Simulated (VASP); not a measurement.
# TiO2 (I4_1/amd) in VASP: notebook, part 2 of 2

VASP 6.6.1. The steps go on from the part before.

### Step 3. Single point, PBE+U

This run uses another cell than the first one, of 11.67 Å³/atom.

INCAR

```
ALGO = Normal
EDIFF = 1E-6
ENCUT = 520
GGA = PE
ISIF = 2
ISMEAR = 0
LASPH = T
LCHARG = F
LDAU = T
LDAUJ = 0 0
LDAUL = 2 -1
LDAUPRINT = 1
LDAUTYPE = 2
LDAUU = 4 0
LMAXMIX = 4
LREAL = F
LWAVE = F
NBANDS = 33
NELM = 150
PREC = Accurate
SIGMA = 0.05
```

KPOINTS

```
k-points
0
Gamma
  8 8 8
```

POSCAR

```
TiO2
1.0
   -1.9722500000      1.9722500000      4.4987000000
    1.9722500000     -1.9722500000      4.4987000000
    1.9722500000      1.9722500000     -4.4987000000
Ti O
2 4
Direct
    0.0000000000      0.0000000000      0.0000000000
    0.7500000000      0.2500000000      0.5000000000
    0.2052277854      0.2052277854      0.0000000000
    0.9552277854      0.4552277854      0.5000000000
    0.5447722146      0.0447722146      0.5000000000
    0.7947722146      0.7947722146      0.0000000000
```

Potentials or basis: VASP PAW PBE potentials, release 64 (Ti_sv, O).

Launch:

```sh
$ cat potpaw_PBE.64/Ti_sv/POTCAR potpaw_PBE.64/O/POTCAR > POTCAR
$ mpirun -np 1 vasp_std > vasp.out
```

OUTCAR:

```text
EDIFF = 1E-6
   ENCUT = 520
   GGA = PE
   ISIF = 2
   ISMEAR = 0
   LASPH = T
   LREAL = F
   NELM = 150
   PREC = Accurate

 ion  position               nearest neighbor table
   1  0.000  0.000  0.000-   3 1.85   6 1.85   5 2.01   4 2.01   5 2.01   4 2.01
   2  0.750  0.250  0.500-   4 1.85   5 1.85   6 2.01   3 2.01   6 2.01   3 2.01
   3  0.205  0.205  0.000-   1 1.85   2 2.01   2 2.01
   4  0.955  0.455  0.500-   2 1.85   1 2.01   1 2.01
   5  0.545  0.045  0.500-   2 1.85   1 2.01   1 2.01
   6  0.795  0.795  0.000-   1 1.85   2 2.01   2 2.01

  LATTYP: Found a body centered tetragonal cell.
 ALAT       =     3.9445000000
 C/A-ratio  =     2.2809988592

  Lattice vectors:

 A1 = (  -1.9722500000,   1.9722500000,   4.4987000000)
 A2 = (   1.9722500000,  -1.9722500000,   4.4987000000)
 A3 = (   1.9722500000,   1.9722500000,  -4.4987000000)

Analysis of symmetry for initial positions (statically):
=====================================================================
 Subroutine PRICEL returns:
 Original cell was already a primitive cell.

 Routine SETGRP: Setting up the symmetry group for a
 body centered tetragonal supercell.

 Subroutine GETGRP returns: Found 16 space group operations
 (whereof  8 operations were pure point group operations)
 out of a pool of 16 trial point group operations.

The static configuration has the point symmetry D_2d.
 The point group associated with its full space group is D_4h.

Analysis of symmetry for dynamics (positions and initial velocities):
=====================================================================
 Subroutine PRICEL returns:
 Original cell was already a primitive cell.

 Routine SETGRP: Setting up the symmetry group for a
 body centered tetragonal supercell.

 Subroutine GETGRP returns: Found 16 space group operations
 (whereof  8 operations were pure point group operations)
 out of a pool of 16 trial point group operations.

The dynamic configuration has the point symmetry D_2d.
 The point group associated with its full space group is D_4h.

 Subroutine INISYM returns: Found 16 space group operations
 (whereof  8 operations are pure point group operations),
 and found     1 'primitive' translations

----------------------------------------------------------------------------------------

                                     Primitive cell

  volume of cell :      69.9956
[... 164 lines left out ...]
  o =  0.1132  v =  0.0000  0.0000  0.0000  0.0000  0.0000  0.0000 -0.0519 -0.0000 -0.9987  0.0000      0.0000  0.0000  0.0000  0.0000  0.0000  0.0000  0.0000  0.0000  0.0000  0.0000
  o =  0.1132  v =  0.0000  0.9987  0.0000 -0.0519 -0.0000  0.0000  0.0000  0.0000  0.0000  0.0000      0.0000  0.0000  0.0000  0.0000  0.0000  0.0000  0.0000  0.0000  0.0000  0.0000
  o =  0.1132  v =  0.0000  0.0000  0.0000  0.0000  0.0000  0.0000  0.9987  0.0000 -0.0519 -0.0000      0.0000  0.0000  0.0000  0.0000  0.0000  0.0000  0.0000  0.0000  0.0000  0.0000
  o =  0.2115  v =  0.0000  0.0000 -0.0000 -0.0000  1.0000  0.0000  0.0000  0.0000  0.0000  0.0000      0.0000  0.0000  0.0000  0.0000  0.0000  0.0000  0.0000  0.0000  0.0000  0.0000
  o =  0.2115  v =  0.0000  0.0000  0.0000  0.0000  0.0000  0.0000  0.0000 -0.0000 -0.0000  1.0000      0.0000  0.0000  0.0000  0.0000  0.0000  0.0000  0.0000  0.0000  0.0000  0.0000
  o =  0.3076  v =  0.0000  0.0000  0.0000  0.0000  0.0000  0.0000 -0.0000  1.0000 -0.0000  0.0000      0.0000  0.0000  0.0000  0.0000  0.0000  0.0000  0.0000  0.0000  0.0000  0.0000
  o =  0.3076  v =  0.0000 -0.0000  1.0000 -0.0000  0.0000  0.0000  0.0000  0.0000  0.0000  0.0000      0.0000  0.0000  0.0000  0.0000  0.0000  0.0000  0.0000  0.0000  0.0000  0.0000

atom =   2  type =  1  l = 2

 onsite density matrix

spin component  1

  0.0814 -0.0000 -0.0000 -0.0000  0.0000
 -0.0000  0.1132  0.0000  0.0000  0.0000
 -0.0000  0.0000  0.3076 -0.0000  0.0000
 -0.0000  0.0000 -0.0000  0.1132 -0.0000
  0.0000  0.0000  0.0000 -0.0000  0.2115

spin component  2

  0.0814 -0.0000 -0.0000 -0.0000  0.0000
 -0.0000  0.1132  0.0000  0.0000  0.0000
 -0.0000  0.0000  0.3076 -0.0000  0.0000
 -0.0000  0.0000 -0.0000  0.1132 -0.0000
  0.0000  0.0000  0.0000 -0.0000  0.2115

 occupancies and eigenvectors

  o =  0.0814  v =  1.0000  0.0000  0.0000  0.0000  0.0000  0.0000  0.0000  0.0000  0.0000  0.0000      0.0000  0.0000  0.0000  0.0000  0.0000  0.0000  0.0000  0.0000  0.0000  0.0000
  o =  0.0814  v =  0.0000  0.0000  0.0000  0.0000  0.0000  1.0000  0.0000  0.0000  0.0000  0.0000      0.0000  0.0000  0.0000  0.0000  0.0000  0.0000  0.0000  0.0000  0.0000  0.0000
  o =  0.1132  v =  0.0000 -0.2711  0.0000 -0.9626 -0.0000  0.0000  0.0000  0.0000  0.0000  0.0000      0.0000  0.0000  0.0000  0.0000  0.0000  0.0000  0.0000  0.0000  0.0000  0.0000
  o =  0.1132  v =  0.0000  0.0000  0.0000  0.0000  0.0000  0.0000 -0.2711  0.0000 -0.9626 -0.0000      0.0000  0.0000  0.0000  0.0000  0.0000  0.0000  0.0000  0.0000  0.0000  0.0000
  o =  0.1132  v =  0.0000  0.9626 -0.0000 -0.2711  0.0000  0.0000  0.0000  0.0000  0.0000  0.0000      0.0000  0.0000  0.0000  0.0000  0.0000  0.0000  0.0000  0.0000  0.0000  0.0000
  o =  0.1132  v =  0.0000  0.0000  0.0000  0.0000  0.0000  0.0000  0.9626 -0.0000 -0.2711  0.0000      0.0000  0.0000  0.0000  0.0000  0.0000  0.0000  0.0000  0.0000  0.0000  0.0000
  o =  0.2115  v =  0.0000  0.0000 -0.0000 -0.0000  1.0000  0.0000  0.0000  0.0000  0.0000  0.0000      0.0000  0.0000  0.0000  0.0000  0.0000  0.0000  0.0000  0.0000  0.0000  0.0000
  o =  0.2115  v =  0.0000  0.0000  0.0000  0.0000  0.0000  0.0000  0.0000 -0.0000 -0.0000  1.0000      0.0000  0.0000  0.0000  0.0000  0.0000  0.0000  0.0000  0.0000  0.0000  0.0000
  o =  0.3076  v =  0.0000  0.0000  0.0000  0.0000  0.0000  0.0000  0.0000  1.0000  0.0000  0.0000      0.0000  0.0000  0.0000  0.0000  0.0000  0.0000  0.0000  0.0000  0.0000  0.0000
  o =  0.3076  v =  0.0000  0.0000  1.0000  0.0000  0.0000  0.0000  0.0000  0.0000  0.0000  0.0000      0.0000  0.0000  0.0000  0.0000  0.0000  0.0000  0.0000  0.0000  0.0000  0.0000

 number of electron      47.9999998 magnetization

 Free energy of the ion-electron system (eV)
  ---------------------------------------------------
  ext. energy  EPLUGINS =         0.00000000
  ---------------------------------------------------
  free energy    TOTEN  =       -47.83482400 eV

  energy without entropy =      -47.83482400  energy(sigma->0) =      -47.83482400

 E-fermi :   3.4864     XC(G=0): -10.5741

 val. band max:        3.1371183497   @ k =  -0.3750   0.3750   0.0000
 cond. band min:       5.9059705212   @ k =   0.0000   0.0000   0.0000
 fundamental gap:      2.7688521715
 Fermi energy:         3.4863626971

 k-point     1 :       0.0000    0.0000    0.0000
  band No.  band energies     occupation
      1     -54.0313      2.00000
      2     -53.9604      2.00000
      3     -30.4962      2.00000
      4     -30.2256      2.00000
      5     -30.2256      2.00000
      6     -30.1320      2.00000
[... 853 lines left out ...]
     32       9.8564      0.00000
     33      10.4769      0.00000

 [... further k-points ...]

------------------------ aborting loop because EDIFF is reached ----------------------------------------

  FORCE on cell =-STRESS in cart. coord.  units (eV):
  Direction    XX          YY          ZZ          XY          YZ          ZX
  --------------------------------------------------------------------------------------
  -------------------------------------------------------------------------------------
  Total        0.3516970      0.3516970     18.0545938      0.0000000      0.0000000      0.0000000
  in kB        8.0502289      8.0502289    413.2637860      0.0000000      0.0000000      0.0000000
  external PRESSURE =     143.1214146 kB  Pullay stress =       0.0000000 kB

 VOLUME and BASIS-vectors are now :
 -----------------------------------------------------------------------------
  energy-cutoff  :      520.00
  volume of cell :       70.00
      direct lattice vectors                 reciprocal lattice vectors
    -1.972250000  1.972250000  4.498700000     0.000000000  0.253517556  0.111143219
     1.972250000 -1.972250000  4.498700000     0.253517556  0.000000000  0.111143219
     1.972250000  1.972250000 -4.498700000     0.253517556  0.253517556  0.000000000

 POSITION                                       TOTAL-FORCE (eV/Angst)
 -----------------------------------------------------------------------------------
      0.00000      0.00000      0.00000        -0.000000     -0.000000      0.000000
     -0.00000      1.97225      2.24935        -0.000000     -0.000000      0.000000
      0.00000      0.00000      1.84652         0.000000      0.000000      2.435063
      0.00000      1.97225      4.09587         0.000000      0.000000      2.435063
      0.00000      1.97225      0.40283        -0.000000     -0.000000     -2.435063
      0.00000      0.00000      7.15088         0.000000      0.000000     -2.435063
 -----------------------------------------------------------------------------------
    total drift:                                0.000000      0.000000     -0.000000

  FREE ENERGIE OF THE ION-ELECTRON SYSTEM (eV)
  ---------------------------------------------------
  free  energy   TOTEN  =       -47.8348240016 eV

  energy  without entropy=      -47.8348240016  energy(sigma->0) =      -47.83482400
```

It took 7.5 min on 1 thread of Intel Xeon 8259CL, shared host; peak memory 0.27 GiB.

What came out:

```yaml
Free_energy: -47.8348 eV
Pressure: 14.3 GPa
Largest_force: 2.435 eV/Å
Band_gap_on_the_k_mesh: 2.77 eV (least direct gap 3.02 eV)
```

Forces on the atoms (eV/Å):
```
Ti   0.000  0.000  0.000
Ti   0.000  0.000  0.000
O    0.000  0.000  2.435
O    0.000  0.000  2.435
O    0.000  0.000 -2.435
O    0.000  0.000 -2.435
```

Eigenvalues of the final occupation matrices:
| site | spin | trace | eigenvalues |
| --- | --- | --- | --- |
| site 1 d | 1 | 0.83 | 0.08 0.11 0.11 0.21 0.31 |
| site 1 d | 2 | 0.83 | 0.08 0.11 0.11 0.21 0.31 |
| site 2 d | 1 | 0.83 | 0.08 0.11 0.11 0.21 0.31 |
| site 2 d | 2 | 0.83 | 0.08 0.11 0.11 0.21 0.31 |

Caveat: the stress differs along the axes, from 1 to 41 GPa; forces of over 1 eV/Å act on the atoms, so gaps and moduli don't describe the material at rest. A k mesh can miss the band edges.

### Step 4. Single point, PBE+U

This run uses another cell than the first one, of 11.69 Å³/atom.

INCAR

```
SYSTEM = TiO2
PREC     = Accurate       ! precision mode
ENCUT    = 520            ! plane-wave cutoff, eV
EDIFF    = 1E-6           ! SCF threshold, eV
ISMEAR   = 0              ! smearing method
SIGMA    = 0.05           ! smearing width, eV
LREAL    = .False.        ! projectors in reciprocal space
LASPH    = .True.         ! aspherical terms in the spheres
NELM     = 150            ! most SCF steps
ALGO     = Normal         ! electronic algorithm
ISIF     = 2              ! what is computed and relaxed
LWAVE    = .False.        ! write WAVECAR
LCHARG   = .False.        ! write CHGCAR
LMAXMIX  = 4              ! l up to which the mixer works
LDAU     = .True.         ! DFT+U
LDAUTYPE = 2            
LDAUL    = 2 -1           ! shell
LDAUU    = 4 0            ! U, eV
LDAUJ    = 0 0          
LDAUPRINT= 1            
GGA      = PE             ! functional
NBANDS   = 33             ! bands
```

KPOINTS

```
Automatic mesh
0
Gamma
  8 8 8
  0 0 0
```

Changes to POSCAR since step 3:

```diff
@@ -2,5 +2,5 @@
 1.0
-   -1.9722500000      1.9722500000      4.4987000000
-    1.9722500000     -1.9722500000      4.4987000000
-    1.9722500000      1.9722500000     -4.4987000000
+   -1.8450500000      1.8450500000      5.1507000000
+    1.8450500000     -1.8450500000      5.1507000000
+    1.8450500000      1.8450500000     -5.1507000000
 Ti O
```

Potentials or basis: VASP PAW PBE potentials, release 64 (Ti_sv, O).

Launch:

```sh
$ cat potpaw_PBE.64/Ti_sv/POTCAR potpaw_PBE.64/O/POTCAR > POTCAR
$ mpirun -np 1 vasp_std > vasp.out
```

OUTCAR:

```text
SYSTEM = TiO2
   PREC = Accurate
   ENCUT = 520
   EDIFF = 1E-6
   ISMEAR = 0
   LREAL = .False.
   LASPH = .True.
   NELM = 150
   ISIF = 2
   GGA = PE

 ion  position               nearest neighbor table
   1  0.000  0.000  0.000-   5 1.90   4 1.90   5 1.90   4 1.90   3 2.11   6 2.11
   2  0.750  0.250  0.500-   6 1.90   3 1.90   6 1.90   3 1.90   4 2.11   5 2.11
   3  0.205  0.205  0.000-   2 1.90   2 1.90   1 2.11
   4  0.955  0.455  0.500-   1 1.90   1 1.90   2 2.11
   5  0.545  0.045  0.500-   1 1.90   1 1.90   2 2.11
   6  0.795  0.795  0.000-   2 1.90   2 1.90   1 2.11

[... 1143 lines left out ...]
  -------------------------------------------------------------------------------------
  Total        7.1084611      7.1084611     -1.8260612      0.0000000      0.0000000      0.0000000
  in kB      162.3841541    162.3841541    -41.7141494      0.0000000      0.0000000      0.0000000
  external PRESSURE =      94.3513863 kB  Pullay stress =       0.0000000 kB

 VOLUME and BASIS-vectors are now :
 -----------------------------------------------------------------------------
  energy-cutoff  :      520.00
  volume of cell :       70.14
      direct lattice vectors                 reciprocal lattice vectors
    -1.845050000  1.845050000  5.150700000     0.000000000  0.270995366  0.097074184
     1.845050000 -1.845050000  5.150700000     0.270995366  0.000000000  0.097074184
     1.845050000  1.845050000 -5.150700000     0.270995366  0.270995366  0.000000000

 POSITION                                       TOTAL-FORCE (eV/Angst)
 -----------------------------------------------------------------------------------
      0.00000      0.00000      0.00000         0.000000      0.000000     -0.000000
      0.00000      1.84505      2.57535         0.000000      0.000000     -0.000000
      0.00000      0.00000      2.11413        -0.000000     -0.000000     -0.713592
      0.00000      1.84505      4.68948        -0.000000     -0.000000     -0.713592
      0.00000      1.84505      0.46122         0.000000      0.000000      0.713592
      0.00000      0.00000      8.18727         0.000000      0.000000      0.713592
 -----------------------------------------------------------------------------------
    total drift:                                0.000000     -0.000000     -0.000000

  FREE ENERGIE OF THE ION-ELECTRON SYSTEM (eV)
  ---------------------------------------------------
  free  energy   TOTEN  =       -48.1775320423 eV

  energy  without entropy=      -48.1775320423  energy(sigma->0) =      -48.17753204
```

OSZICAR:

```text
N       E                     dE             d eps       ncg     rms          rms(c)
DAV:   1     0.671228963161E+03    0.67123E+03   -0.24092E+04  3894   0.168E+03
DAV:   2     0.275109183378E+02   -0.64372E+03   -0.60453E+03  4375   0.507E+02
DAV:   3    -0.626258675083E+02   -0.90137E+02   -0.88957E+02  5396   0.187E+02
DAV:   4    -0.674066163935E+02   -0.47807E+01   -0.47704E+01  5905   0.411E+01
DAV:   5    -0.675801108664E+02   -0.17349E+00   -0.17347E+00  5001   0.596E+00    0.323E+01
DAV:   6    -0.476391237580E+02    0.19941E+02   -0.83592E+01  5498   0.905E+01    0.938E+00
DAV:   7    -0.482517044249E+02   -0.61258E+00   -0.12692E+01  5285   0.244E+01    0.795E+00
DAV:   8    -0.481355925340E+02    0.11611E+00   -0.78760E-01  5573   0.805E+00    0.391E+00
DAV:   9    -0.481794245096E+02   -0.43832E-01   -0.36660E-01  4884   0.423E+00    0.105E+00
DAV:  10    -0.481831313751E+02   -0.37069E-02   -0.61164E-02  5617   0.153E+00    0.804E-01
DAV:  11    -0.481777376986E+02    0.53937E-02   -0.14941E-02  5167   0.163E+00    0.132E-01
DAV:  12    -0.481777474487E+02   -0.97502E-05   -0.24054E-03  5326   0.437E-01    0.138E-01
DAV:  13    -0.481775260620E+02    0.22139E-03   -0.81937E-04  5457   0.275E-01    0.229E-02
DAV:  14    -0.481775323185E+02   -0.62565E-05   -0.79036E-05  4932   0.883E-02    0.183E-02
DAV:  15    -0.481775320423E+02    0.27621E-06   -0.77545E-06  4713   0.268E-02
   1 F= -.48177532E+02 E0= -.48177532E+02  d E =-.668523E-14
```

Run time: 6.5 min. Hardware: 1 thread of Intel Xeon 8259CL, shared host; peak memory 0.34 GiB.

Results:

```yaml
Free_energy: -48.1775 eV
Pressure: 9.4 GPa
Largest_force: 0.714 eV/Å
Band_gap_on_the_k_mesh: 2.80 eV (least direct gap 3.18 eV)
```

Forces in eV/Å, atoms in the order of the input:
```
Ti   0.000  0.000  0.000
Ti   0.000  0.000  0.000
O    0.000  0.000 -0.714
O    0.000  0.000 -0.714
O    0.000  0.000  0.714
O    0.000  0.000  0.714
```

Stress tensor (GPa, compression positive):
```
16.24  0.00  0.00
 0.00 16.24  0.00
 0.00  0.00 -4.17
```

Eigenvalues of the final occupation matrices:
```csv
site,spin,trace,eigenvalues
site 1 d,1,0.82,0.11 0.11 0.12 0.21 0.27
site 1 d,2,0.82,0.11 0.11 0.12 0.21 0.27
site 2 d,1,0.82,0.11 0.11 0.12 0.21 0.27
site 2 d,2,0.82,0.11 0.11 0.12 0.21 0.27
```

Caveat: the stress differs along the axes, from -4 to 16 GPa. A k mesh can miss the band edges.

### Step 5. Single point, PBE+U

This run uses another cell than the first one, of 11.79 Å³/atom.

INCAR

```
SYSTEM = TiO2
PREC = Accurate
ENCUT = 520
EDIFF = 1E-7
ISMEAR = 0
SIGMA = 0.05
LREAL = .False.
LASPH = .True.
NELM = 150
ALGO = Normal
ISIF = 2
LWAVE = .False.
LCHARG = .True.
LMAXMIX = 4
LDAU = .True.
LDAUTYPE = 2
LDAUL = 2 -1
LDAUU = 4 0
LDAUJ = 0 0
LDAUPRINT = 1
GGA = PE
LELF = .True.
LVHAR = .True.
NBANDS = 33
```

KPOINTS is that of step 4.

Changes to POSCAR since step 4:

```diff
@@ -2,5 +2,5 @@
 1.0
-   -1.8450500000      1.8450500000      5.1507000000
-    1.8450500000     -1.8450500000      5.1507000000
-    1.8450500000      1.8450500000     -5.1507000000
+   -1.8768500000      1.8768500000      5.0203000000
+    1.8768500000     -1.8768500000      5.0203000000
+    1.8768500000      1.8768500000     -5.0203000000
 Ti O
```

Launch:

```sh
$ cat potpaw_PBE.64/Ti_sv/POTCAR potpaw_PBE.64/O/POTCAR > POTCAR
$ mpirun -np 1 vasp_std > vasp.out
```

Wall time 4.7 min (1 thread of Intel Xeon 8259CL, shared host); peak memory 0.29 GiB.

Results (log left out):

```
Free energy            : -48.4054 eV
Pressure               : 6.0 GPa
Largest force          : 0.308 eV/Å
Band gap on the k mesh : 2.73 eV (least direct gap 3.05 eV)
```

Forces on the atoms (eV/Å):
```
Ti   0.000  0.000  0.000
Ti   0.000  0.000  0.000
O    0.000  0.000 -0.308
O    0.000  0.000 -0.308
O    0.000  0.000  0.308
O    0.000  0.000  0.308
```

Stress tensor (GPa, compression positive):
```
 9.77  0.00  0.00
 0.00  9.77  0.00
 0.00  0.00 -1.39
```

Levels at points of the mesh, in eV from the valence-band top:
```csv
k point,band 21,band 22,band 23,band 24,band 25,band 26,band 27,band 28
"(0.00, 0.00, 0.00)",-0.92,-0.91,-0.40,-0.40,2.73,3.31,4.50,4.50
"(0.50, 0.00, 0.00)",-1.78,-0.99,-0.85,-0.75,3.79,3.85,3.97,4.06
"(0.50, 0.50, 0.00)",-2.00,-2.00,-0.05,-0.05,3.63,3.63,4.09,4.09
"(0.50, 0.50, 0.50)",-1.32,-1.32,-0.13,-0.13,3.01,3.01,4.29,4.29
```

Eigenvalues of the final occupation matrices:
| site | spin | trace | eigenvalues |
| --- | --- | --- | --- |
| site 1 d | 1 | 0.80 | 0.10 0.10 0.11 0.23 0.26 |
| site 1 d | 2 | 0.80 | 0.10 0.10 0.11 0.23 0.26 |
| site 2 d | 1 | 0.80 | 0.10 0.10 0.11 0.23 0.26 |
| site 2 d | 2 | 0.80 | 0.10 0.10 0.11 0.23 0.26 |

Caveat: the stress differs along the axes, from -1 to 10 GPa.

### Step 6. The runs side by side

| cell | gap on the mesh (eV) | pressure (GPa) | largest force (eV/Å) |
| --- | --- | --- | --- |
| a = 5.381 Å, angles 137.7, 137.7, 61.3°, 6 atoms | 2.76 | 11.6 | 1.48 |
| a = 5.293 Å, angles 136.2, 136.2, 63.6°, 6 atoms | 2.77 | 14.3 | 2.44 |
| a = 5.774 Å, angles 142.7, 142.7, 53.7°, 6 atoms | 2.80 | 9.4 | 0.71 |
| a = 5.679 Å, angles 141.4, 141.4, 55.7°, 6 atoms | 2.73 | 6.0 | 0.31 |

Alike in all rows: task single point; level PBE+U; potentials or basis VASP PAW PBE potentials, release 64 (Ti_sv, O); no spin polarisation; Ti d U = 4.0 eV; k mesh 8 × 8 × 8; cutoff (eV) 520; smearing gaussian 0.05 eV.

Caveats: forces of over 1 eV/Å act on the atoms, so gaps and moduli don't describe the material at rest (at least some runs); the stress differs along the axes, from 4 to 27 GPa (at least some runs); the stress differs along the axes, from 1 to 41 GPa (at least some runs); the stress differs along the axes, from -4 to 16 GPa (at least some runs); the stress differs along the axes, from -1 to 10 GPa (at least some runs).

Total energies depend on the potentials used, so only differences within one code and one set of settings carry meaning.
